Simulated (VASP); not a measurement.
Runs of VASP 6.6.1 on Ge. The structure is that of space group P6_3/mmc (No. 194), or close to it. The cells are those of the table. 

| level | potentials or basis | cell | smearing | gap on the mesh (eV) | pressure (GPa) | largest force (eV/Å) |
| --- | --- | --- | --- | --- | --- | --- |
| PBE | VASP PAW PBE potentials, release 64 (Ge_d) | a = 3.998, b = 3.998, c = 6.599 Å, angles 90.0, 90.0, 120.0°, 4 atoms | gaussian 0.03 eV | 0.12 | 2.9 | 0.02 |
| LDA | VASP PAW LDA potentials, release 64 (Ge_d) | a = 3.962, b = 3.962, c = 6.524 Å, angles 90.0, 90.0, 120.0°, 4 atoms | fermi-dirac 0.05 eV | none | (a) | - |
| revPBE | VASP PAW PBE potentials, release 64 (Ge_d) | a = 4.091, b = 4.091, c = 6.729 Å, angles 90.0, 90.0, 120.0°, 4 atoms | fermi-dirac 0.05 eV | 0.10 | (b) | 0.01 |
| r2SCAN | VASP PAW PBE potentials, release 64 (Ge_d) | a = 3.971, b = 3.971, c = 6.555 Å, angles 90.0, 90.0, 120.0°, 4 atoms | fermi-dirac 0.05 eV | 0.12 | 1.5 | 0.02 |

Alike in all rows: task single point; no spin polarisation; k mesh 8 × 8 × 4; cutoff (eV) 520.

Q: Fill in the values left out.

A: (a) 0.2; (b) -0.1.

Caveats: the PAW data sets were made with another functional, which shifts forces and pressure a little (some runs).

A k mesh can miss the band edges, and the runs leave out spin-orbit coupling on Ge.

A gap of «none» marks levels without a gap at the run's occupations.
